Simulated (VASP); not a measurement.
A run of VASP 6.6.1 is set up as follows.

The input INCAR:

```
ALGO = Normal
EDIFF = 1E-6
ENCUT = 500
GGA = PE
GGA_COMPAT = F
ISIF = 2
ISMEAR = 0
LASPH = T
LCHARG = F
LREAL = F
LWAVE = F
NBANDS = 15
NELM = 120
PREC = Accurate
SIGMA = 0.05
```

The input KPOINTS:

```
k-points
0
Gamma
  8 8 8
```

POSCAR

```
CsI
1.0
    4.7268621301      0.0000000000      0.0000000000
    0.0000000000      4.7268621301      0.0000000000
    0.0000000000      0.0000000000      4.7268621301
Cs I
1 1
Direct
    0.0000000000      0.0000000000      0.0000000000
    0.5000000000      0.5000000000      0.5000000000
```

Potentials or basis: VASP PAW PBE potentials, release 64 (Cs_sv, I).

Run with:

```bash
$ cat potpaw_PBE.64/Cs_sv/POTCAR potpaw_PBE.64/I/POTCAR > POTCAR
$ mpirun -np 1 vasp_std > vasp.out
```

(1) Predict the pressure.

(2) Estimate the band gap on the k mesh.

Results:

(1) -0.3 GPa.

(2) 3.57 eV (least direct gap 3.67 eV).

Caveat: spin-orbit coupling is left out, which moves the levels of the heavy elements.
